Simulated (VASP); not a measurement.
# Ta4O (P4/mmm) in VASP: a series of runs, part 2 of 2

VASP 6.6.1. The steps go on from the part before.

## (3) Relaxation of cell and atoms, PBEsol+D3(BJ)

Input file INCAR:

```
PREC     = Accurate       # precision mode
ENCUT    = 600            # plane-wave cutoff, eV
EDIFF    = 1E-6           # SCF threshold, eV
ISMEAR   = -1             # smearing method
SIGMA    = 0.05           # smearing width, eV
LREAL    = False          # projectors in reciprocal space
LASPH    = True           # aspherical terms in the spheres
NELM     = 60             # most SCF steps
ALGO     = Normal         # electronic algorithm
ISIF     = 3              # what is computed and relaxed
LWAVE    = False          # write WAVECAR
LCHARG   = False          # write CHGCAR
GGA      = PS             # functional
IVDW     = 12             # dispersion correction
IBRION   = 2              # ionic algorithm
NSW      = 60             # ionic steps
EDIFFG   = -0.01          # ionic threshold
```

Input file KPOINTS:

```
regular mesh
0
Gamma
  8 8 4
```

Input file POSCAR:

```
Ta4O
1.0
    3.2574970000      0.0000000000      0.0000000000
    0.0000000000      3.2574970000      0.0000000000
    0.0000000000      0.0000000000      7.4093410000
Ta O
4 1
Direct
    0.0000000000      0.0000000000      0.0000000000
    0.5000000000      0.5000000000      0.2168420000
    0.5000000000      0.5000000000      0.7831580000
    0.0000000000      0.0000000000      0.5000000000
    0.5000000000      0.5000000000      0.5000000000
```

Potentials or basis: VASP PAW PBE potentials, release 64 (Ta_pv, O).

Started as:

```console
$ cat potpaw_PBE.64/Ta_pv/POTCAR potpaw_PBE.64/O/POTCAR > POTCAR
$ mpirun -np 1 vasp_std > vasp.out
```

OUTCAR:

```text
PREC = Accurate
   ENCUT = 600
   EDIFF = 1E-6
   ISMEAR = -1
   LREAL = False
   LASPH = True
   NELM = 60
   ISIF = 3
   GGA = PS
   IVDW = 12
   IBRION = 2
   NSW = 60
   EDIFFG = -0.01
 IVDW          = 12

 ion  position               nearest neighbor table
   1  0.000  0.000  0.000-   2 2.81   3 2.81   2 2.81   3 2.81   2 2.81   3 2.81   2 2.81   3 2.81

   2  0.500  0.500  0.217-   5 2.10   1 2.81   1 2.81   1 2.81   1 2.81   4 3.12   4 3.12   4 3.12
                             4 3.12   3 3.21
   3  0.500  0.500  0.783-   5 2.10   1 2.81   1 2.81   1 2.81   1 2.81   4 3.12   4 3.12   4 3.12
                             4 3.12   2 3.21
   4  0.000  0.000  0.500-   5 2.30   5 2.30   5 2.30   5 2.30   3 3.12   3 3.12   2 3.12   3 3.12
                             2 3.12   2 3.12   3 3.12   2 3.12
   5  0.500  0.500  0.500-   2 2.10   3 2.10   4 2.30   4 2.30   4 2.30   4 2.30

  LATTYP: Found a simple tetragonal cell.
 ALAT       =     3.2574970000
[... 404 lines left out ...]
--------------------------------------- Ionic step       11  -------------------------------------------

 number of electron      49.9999998 magnetization

 Free energy of the ion-electron system (eV)
  ---------------------------------------------------
  ext. energy  EPLUGINS =         0.00000000
  ---------------------------------------------------
  free energy    TOTEN  =       -58.53346897 eV

  energy without entropy =      -58.51727796  energy(sigma->0) =      -58.52537347

 E-fermi :   6.8441     XC(G=0): -13.0654

 val. band max:        6.8252411162   @ k =   0.3750   0.0000   0.5000
 cond. band min:       6.8895851288   @ k =   0.3750   0.1250   0.2500
 fundamental gap:      0.0643440126
 Fermi energy:         6.8441241199

 k-point     1 :       0.0000    0.0000    0.0000
  band No.  band energies     occupation
      1     -28.6949      2.00000
      2     -28.6949      2.00000
      3     -28.3152      2.00000
      4     -27.6799      2.00000
      5     -27.5436      2.00000
      6     -27.2925      2.00000
[... 781 lines left out ...]
     29       9.2181      0.00000
     30       9.6481      0.00000

 [... further k-points ...]

------------------------ aborting loop because EDIFF is reached ----------------------------------------

 Edisp (eV)   -3.10648

 E8    (eV) :    -2.2720
[... 28 lines left out ...]
  FREE ENERGIE OF THE ION-ELECTRON SYSTEM (eV)
  ---------------------------------------------------
  free  energy   TOTEN  =       -61.6399456628 eV

  energy  without entropy=      -61.6237546545  energy(sigma->0) =      -61.63185016

 reached required accuracy - stopping structural energy minimisation
```

CONTCAR:

```text
Ta4O
   1.00000000000000
     3.1785042057650297    0.0000000000000000   -0.0000000000000000
     0.0000000000000000    3.1785042057650297    0.0000000000000000
     0.0000000000000000   -0.0000000000000000    7.3016063529357522
  Ta              O
     4     1
Direct
     0.0000000000000000    0.0000000000000000    0.0000000000000000
     0.5000000000000000    0.5000000000000000    0.2165130510638918
     0.5000000000000000    0.5000000000000000    0.7834869489361083
     0.0000000000000000    0.0000000000000000    0.5000000000000000
     0.5000000000000000    0.5000000000000000    0.5000000000000000

  0.00000000E+00  0.00000000E+00  0.00000000E+00
  0.00000000E+00  0.00000000E+00  0.00000000E+00
  0.00000000E+00  0.00000000E+00  0.00000000E+00
  0.00000000E+00  0.00000000E+00  0.00000000E+00
  0.00000000E+00  0.00000000E+00  0.00000000E+00
```

It took 5.8 min on 1 thread of Intel Xeon 6975P-C (Granite Rapids), shared host; peak memory 0.3 GiB.

Results:

| Quantity | Value |
| --- | --- |
| Free energy | -61.6399 eV |
| Relaxed volume | 14.75 Å³/atom |
| Relaxed cell | a = 3.179 Å, b = 3.179 Å, c = 7.302 Å, α = 90.00°, β = 90.00°, γ = 90.00° |
| Space group after relaxing (to 0.05 Å) | P4/mmm (No. 123) |
| Energy gained by relaxing | 44.2 meV/atom |
| Ionic steps | 11 |
| Pressure after relaxing | 0.0 GPa |
| Largest force after relaxing | 0.006 eV/Å |
| Band gap on the k mesh | zero (band 25 reaches 7.21 eV, above the bottom of band 26 at 6.32 eV) |
| Dispersion energy per atom | -0.621 eV |

Forces on the atoms (eV/Å):
```
Ta   0.000  0.000  0.000
Ta   0.000  0.000 -0.006
Ta   0.000  0.000  0.006
Ta   0.000  0.000  0.000
O    0.000  0.000  0.000
```

Step by step:
```csv
step,energy change (eV),largest force (eV/Å),pressure (GPa),volume (Å³)
1,0.0000,0.0026,-13.78,78.62
2,1.0597,0.8698,47.42,64.21
3,-0.2150,0.1706,-0.85,74.13
4,-0.2157,0.1801,-0.16,73.92
5,-0.2157,0.1844,0.11,73.83
6,-0.2203,0.1434,0.28,73.66
7,-0.2208,0.0627,0.24,73.70
8,-0.2210,0.0241,-0.43,73.89
9,-0.2211,0.0389,-0.21,73.82
10,-0.2212,0.0195,0.03,73.75
11,-0.2212,0.0064,-0.01,73.77
```

Final structure:
```
Ta O
1.0
     3.17850    0.00000    0.00000
     0.00000    3.17850    0.00000
     0.00000    0.00000    7.30161
Ta O
4 1
Cartesian
  0.0000 0.0000 0.0000
  1.5893 1.5893 1.5809
  1.5893 1.5893 5.7207
  0.0000 0.0000 3.6508
  1.5893 1.5893 3.6508
```

Levels at points of the mesh, in eV from the Fermi level:
| k point | band 23 | band 24 | band 25 | band 26 | band 27 | band 28 |
| --- | --- | --- | --- | --- | --- | --- |
| (0.00, 0.00, 0.00) | -0.56 | -0.56 | -0.03 | 0.52 | 1.11 | 1.11 |
| (0.50, 0.00, 0.00) | -1.02 | -0.70 | 0.16 | 0.96 | 0.98 | 1.55 |
| (0.50, 0.50, 0.00) | -1.58 | -0.63 | -0.63 | 1.91 | 2.48 | 3.04 |
| (0.00, 0.00, 0.50) | -0.61 | -0.61 | 0.34 | 0.68 | 0.68 | 0.77 |
| (0.50, 0.00, 0.50) | -1.12 | -0.54 | -0.47 | 1.09 | 1.43 | 1.52 |
| (0.50, 0.50, 0.50) | -1.87 | 0.23 | 0.23 | 1.91 | 2.04 | 2.04 |

Caveat: the PAW data sets were made with another functional, which shifts forces and pressure a little; spin-orbit coupling is left out, which moves the levels of the heavy elements; pairwise dispersion overbinds metals, which lowers pressure and volume.

## (4) Single point, PBEsol+U

Input file INCAR:

```
SYSTEM = Ta4O
  PREC = Accurate
  ENCUT = 600
  EDIFF = 1E-6
  ISMEAR = -1
  SIGMA = 0.05
  LREAL = .False.
  LASPH = .True.
  NELM = 200
  ALGO = Normal
  ISIF = 2
  LWAVE = .False.
  LCHARG = .True.
  LMAXMIX = 4
  LDAU = .True.
  LDAUTYPE = 2
  LDAUL = 2 -1
  LDAUU = 3 0
  LDAUJ = 0 0
  LDAUPRINT = 1
  GGA = PS
  LELF = .True.
  LVHAR = .True.
  NBANDS = 37
  GGA_COMPAT = .False.
```

Input file KPOINTS:

```
regular mesh
0
Gamma
  8 8 4
  0 0 0
```

POSCAR is that of step 3.

Potentials or basis: VASP PAW PBE potentials, release 64 (Ta_sv_GW, O).

Started as:

```console
$ cat potpaw_PBE.64/Ta_sv_GW/POTCAR potpaw_PBE.64/O/POTCAR > POTCAR
$ mpirun -np 1 vasp_std > vasp.out
```

It took 3 min on 1 thread of Intel Xeon 6975P-C (Granite Rapids), shared host; peak memory 0.3 GiB.

It converged, with:

- Free energy: -58.0274 eV
- Pressure: 0.9 GPa
- Largest force: 0.344 eV/Å
- Band gap on the k mesh: zero (band 29 reaches 11.68 eV, above the bottom of band 30 at 10.86 eV)

Forces on the atoms (eV/Å):
```
Ta   0.000  0.000  0.000
Ta   0.000  0.000  0.344
Ta   0.000  0.000 -0.344
Ta   0.000  0.000  0.000
O    0.000  0.000  0.000
```

Stress tensor (GPa, compression positive):
```
 1.50  0.00  0.00
 0.00  1.50  0.00
 0.00  0.00 -0.34
```

Levels at points of the mesh, in eV from the Fermi level:
| k point | band 25 | band 26 | band 27 | band 28 | band 29 | band 30 | band 31 | band 32 | band 33 | band 34 |
| --- | --- | --- | --- | --- | --- | --- | --- | --- | --- | --- |
| (0.00, 0.00, 0.00) | -2.52 | -1.45 | -0.44 | -0.44 | -0.38 | 0.76 | 1.03 | 1.03 | 1.56 | 1.74 |
| (0.50, 0.00, 0.00) | -1.43 | -1.24 | -0.88 | -0.67 | 0.14 | 0.96 | 1.01 | 1.09 | 1.71 | 2.21 |
| (0.50, 0.50, 0.00) | -2.09 | -1.57 | -1.57 | -0.74 | -0.74 | 2.05 | 2.44 | 2.44 | 2.65 | 3.40 |
| (0.00, 0.00, 0.50) | -3.48 | -0.53 | -0.53 | -0.44 | 0.05 | 0.75 | 0.75 | 1.16 | 1.20 | 1.99 |
| (0.50, 0.00, 0.50) | -1.87 | -1.12 | -0.94 | -0.84 | -0.43 | 1.09 | 1.27 | 1.73 | 1.83 | 2.23 |
| (0.50, 0.50, 0.50) | -2.88 | -1.70 | -1.70 | -0.18 | -0.18 | 1.78 | 1.78 | 2.02 | 3.26 | 3.40 |

Eigenvalues of the final occupation matrices:
```tsv
site	spin	trace	eigenvalues
site 1 d	1	1.19	0.14 0.17 0.29 0.29 0.30
site 1 d	2	1.19	0.14 0.17 0.29 0.29 0.30
site 2 d	1	1.12	0.19 0.20 0.24 0.24 0.25
site 2 d	2	1.12	0.19 0.20 0.24 0.24 0.25
site 3 d	1	1.12	0.19 0.20 0.24 0.24 0.25
site 3 d	2	1.12	0.19 0.20 0.24 0.24 0.25
site 4 d	1	1.12	0.10 0.14 0.24 0.32 0.32
site 4 d	2	1.12	0.10 0.14 0.24 0.32 0.32
```

Caveat: the PAW data sets were made with another functional, which shifts forces and pressure a little; spin-orbit coupling is left out, which moves the levels of the heavy elements; U without spin polarisation on a metal has little footing.

## (5) Single point, PBEsol+U

Input file INCAR:

```
SYSTEM = Ta4O
PREC = Accurate
ENCUT = 600
EDIFF = 1E-6
ISMEAR = -1
SIGMA = 0.05
LREAL = .False.
LASPH = .True.
NELM = 200
ALGO = Normal
ISIF = 2
LWAVE = .False.
LCHARG = .False.
LMAXMIX = 4
LDAU = .True.
LDAUTYPE = 2
LDAUL = 2 -1
LDAUU = 4 0
LDAUJ = 0 0
LDAUPRINT = 1
GGA = PS
NBANDS = 37
GGA_COMPAT = .False.
```

Input file KPOINTS:

```
Automatic mesh
0
Gamma
  8 8 4
  0 0 0
```

POSCAR is that of step 4.

Potentials or basis: VASP PAW PBE potentials, release 64 (Ta_sv_GW, O).

Started as:

```console
$ cat potpaw_PBE.64/Ta_sv_GW/POTCAR potpaw_PBE.64/O/POTCAR > POTCAR
$ mpirun -np 1 vasp_std > vasp.out
```

OUTCAR:

```text
SYSTEM = Ta4O
   PREC = Accurate
   ENCUT = 600
   EDIFF = 1E-6
   ISMEAR = -1
   LREAL = .False.
   LASPH = .True.
   NELM = 200
   ISIF = 2
   GGA = PS

 ion  position               nearest neighbor table
   1  0.000  0.000  0.000-   2 2.81   3 2.81   2 2.81   3 2.81   2 2.81   3 2.81   2 2.81   3 2.81

   2  0.500  0.500  0.217-   5 2.10   1 2.81   1 2.81   1 2.81   1 2.81   4 3.12   4 3.12   4 3.12
                             4 3.12   3 3.21
   3  0.500  0.500  0.783-   5 2.10   1 2.81   1 2.81   1 2.81   1 2.81   4 3.12   4 3.12   4 3.12
                             4 3.12   2 3.21
   4  0.000  0.000  0.500-   5 2.30   5 2.30   5 2.30   5 2.30   3 3.12   3 3.12   2 3.12   3 3.12
                             2 3.12   2 3.12   3 3.12   2 3.12
   5  0.500  0.500  0.500-   2 2.10   3 2.10   4 2.30   4 2.30   4 2.30   4 2.30

  LATTYP: Found a simple tetragonal cell.
 ALAT       =     3.2574970000
 C/A-ratio  =     2.2745503680

  Lattice vectors:

 A1 = (   3.2574970000,   0.0000000000,   0.0000000000)
 A2 = (   0.0000000000,   3.2574970000,   0.0000000000)
 A3 = (   0.0000000000,   0.0000000000,   7.4093410000)

Analysis of symmetry for initial positions (statically):
[... 310 lines left out ...]
  ---------------------------------------------------
  free energy    TOTEN  =       -54.60518891 eV

  energy without entropy =      -54.58965722  energy(sigma->0) =      -54.59742307

 E-fermi :  11.3730     XC(G=0): -13.1501

 val. band max:       11.3619975160   @ k =   0.1250   0.0000   0.0000
 cond. band min:      11.3921355652   @ k =   0.5000   0.2500   0.0000
 fundamental gap:      0.0301380492
 Fermi energy:        11.3729560378

 k-point     1 :       0.0000    0.0000    0.0000
  band No.  band energies     occupation
      1     -58.4084      2.00000
      2     -57.2888      2.00000
      3     -57.2755      2.00000
      4     -56.3937      2.00000
      5     -24.9059      2.00000
      6     -24.9059      2.00000
[... 949 lines left out ...]
     36      15.0283      0.00000
     37      15.5739      0.00000

 [... further k-points ...]
[... 5 lines left out ...]
  --------------------------------------------------------------------------------------
  -------------------------------------------------------------------------------------
  Total        2.3986215      2.3986215      1.2918974      0.0000000     -0.0000000      0.0000000
  in kB       48.8792654     48.8792654     26.3263696      0.0000000     -0.0000000      0.0000000
  external PRESSURE =      41.3616335 kB  Pullay stress =       0.0000000 kB

 VOLUME and BASIS-vectors are now :
 -----------------------------------------------------------------------------
  energy-cutoff  :      600.00
  volume of cell :       78.62
      direct lattice vectors                 reciprocal lattice vectors
     3.257497000  0.000000000  0.000000000     0.306984166  0.000000000  0.000000000
     0.000000000  3.257497000  0.000000000     0.000000000  0.306984166  0.000000000
     0.000000000  0.000000000  7.409341000     0.000000000  0.000000000  0.134964769

 POSITION                                       TOTAL-FORCE (eV/Angst)
 -----------------------------------------------------------------------------------
      0.00000      0.00000      0.00000         0.000000     -0.000000      0.000000
      1.62875      1.62875      1.60666        -0.000000      0.000000      0.468276
      1.62875      1.62875      5.80268         0.000000      0.000000     -0.468276
      0.00000      0.00000      3.70467         0.000000     -0.000000      0.000000
      1.62875      1.62875      3.70467         0.000000     -0.000000      0.000000
 -----------------------------------------------------------------------------------
    total drift:                                0.000000      0.000000      0.000000

  FREE ENERGIE OF THE ION-ELECTRON SYSTEM (eV)
  ---------------------------------------------------
  free  energy   TOTEN  =       -54.6051889143 eV

  energy  without entropy=      -54.5896572204  energy(sigma->0) =      -54.59742307
```

stdout:

```text
POSCAR found type information on POSCAR TaO
 POSCAR found :  2 types and       5 ions
 scaLAPACK will be used
 -----------------------------------------------------------------------------
|                                                                             |
|                                                                             |
|     You enforced a specific xc type in the INCAR file but a different       |
|     I HOPE YOU KNOW WHAT YOU ARE DOING!                                     |
|                                                                             |
 -----------------------------------------------------------------------------

 LDA part: xc-table for (Slater+PW92), standard interpolation
 POSCAR, INCAR and KPOINTS ok, starting setup
 FFT: planning ... GRIDC
 FFT: planning ... GRID_SOFT
 FFT: planning ... GRID
 WAVECAR not read
 entering main loop
```

Wall time 3.8 min (1 thread of Intel Xeon Platinum 8488C (Sapphire Rapids), shared host); peak memory 0.28 GiB.

Results:

* Free energy: -54.6052 eV
* Pressure: 4.1 GPa
* Largest force: 0.468 eV/Å
* Band gap on the k mesh: zero (band 29 reaches 11.84 eV, above the bottom of band 30 at 11.01 eV)

Forces in eV/Å, atoms in the order of the input:
```
Ta   0.000  0.000  0.000
Ta   0.000  0.000  0.468
Ta   0.000  0.000 -0.468
Ta   0.000  0.000  0.000
O    0.000  0.000  0.000
```

Eigenvalues of the final occupation matrices:
```csv
site,spin,trace,eigenvalues
site 1 d,1,1.17,0.14 0.17 0.29 0.29 0.29
site 1 d,2,1.17,0.14 0.17 0.29 0.29 0.29
site 2 d,1,1.10,0.18 0.20 0.24 0.24 0.24
site 2 d,2,1.10,0.18 0.20 0.24 0.24 0.24
site 3 d,1,1.10,0.18 0.20 0.24 0.24 0.24
site 3 d,2,1.10,0.18 0.20 0.24 0.24 0.24
site 4 d,1,1.10,0.10 0.14 0.23 0.32 0.32
site 4 d,2,1.10,0.10 0.14 0.23 0.32 0.32
```

Caveat: the PAW data sets were made with another functional, which shifts forces and pressure a little; spin-orbit coupling is left out, which moves the levels of the heavy elements; U without spin polarisation on a metal has little footing.

## (6) Overview

```tsv
task	level	potentials or basis	U	cell	second run	gap on the mesh (eV)	pressure (GPa)	relaxed volume (Å³/atom)	largest force (eV/Å)
relaxation of cell and atoms	PBEsol	VASP PAW PBE potentials, release 64 (Ta_pv, O)	-	relaxed	-	none	0.0	15.16	-
relaxation of cell and atoms	PBEsol+D3(BJ)	VASP PAW PBE potentials, release 64 (Ta_pv, O)	-	relaxed	-	none	0.0	14.75	0.01
single point	PBEsol+U	VASP PAW PBE potentials, release 64 (Ta_sv_GW, O)	Ta d U = 3.0 eV	as given	valence_matched	none	0.9	-	0.34
single point	PBEsol+U	VASP PAW PBE potentials, release 64 (Ta_sv_GW, O)	Ta d U = 4.0 eV	as given	valence_matched	none	4.1	-	0.47
```

Alike in all rows: no spin polarisation; k mesh 8 × 8 × 4; cutoff (eV) 600; smearing fermi-dirac 0.05 eV.

Caveats: the PAW data sets were made with another functional, which shifts forces and pressure a little; spin-orbit coupling is left out, which moves the levels of the heavy elements; U without spin polarisation on a metal has little footing (some runs); pairwise dispersion overbinds metals, which lowers pressure and volume (some runs).

Total energies depend on the potentials used, so only differences within one code and one set of settings carry meaning.
